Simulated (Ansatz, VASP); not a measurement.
**One calculation of Au, two programs**

Contents of INCAR:

```
SYSTEM = Au
  PREC = Accurate
  ENCUT = 520
  EDIFF = 1E-7
  ISMEAR = 0
  SIGMA = 0.15
  LREAL = .FALSE.
  LASPH = .TRUE.
  NELM = 100
  ALGO = Fast
  ISIF = 2
  LWAVE = .FALSE.
  LCHARG = .FALSE.
  GGA = PE
  NBANDS = 12
```

The input KPOINTS:

```
Automatic mesh
0
G
  20 20 20
  0 0 0
```

File POSCAR:

```
Au
1.0
    0.0000000000      2.1068650000      2.0761825000
    2.1068650000      0.0000000000      2.0761825000
    2.1068650000      2.1068650000      0.0000000000
Au
1
Direct
    0.0000000000      0.0000000000      0.0000000000
```

Input for Ansatz:

```yaml
crystal:
  lattice:
    - [0.0, 2.106865, 2.0761825]
    - [2.106865, 0.0, 2.0761825]
    - [2.106865, 2.106865, 0.0]
  atoms:
    - { symbol: Au, position: [0.0, 0.0, 0.0] }
basis:
  ecutwfc: 420
kpoints:
  mp_grid: { grid: [20, 20, 20] }
hamiltonian:
  xc: pbe
scf:
  occupations: { method: gaussian, width: 0.15 }
output:
  forces: true
  stress: true
  eigenvalues: true
```

Change from the starting cell: strain +0.030 along x and y, +0.015 along z, atoms carried along.

Alike in both runs: task single point; functional PBE; k mesh 20 × 20 × 20; occupations gaussian, width 0.15 eV; no spin polarisation.

```csv
,VASP,Ansatz
version,VASP 6.6.1,Ansatz 0.2.0
potentials or method,"VASP PAW PBE potentials, release 64 (Au), cutoff 520 eV","scalar-relativistic, plane waves, PAW"
valence electrons in the cell,11,19
```

VASP gave:

```
gap on the k mesh at the Fermi level (eV)                     : none
pressure (GPa)                                                : -3.5
traceless stress, the component that is largest in VASP (GPa) : 0.21
```

Q: Estimate Ansatz's values.

A: gap on the k mesh at the Fermi level (eV): none; pressure (GPa): -3.3; traceless stress, the component that is largest in VASP (GPa): 0.21.

A gap of «none» marks a metal or a gap that the smearing closes. VASP's potentials hold 11 valence electrons a cell and Ansatz's 19, so a difference there can come from the potentials and not from the codes.

Spin-orbit coupling is off throughout.
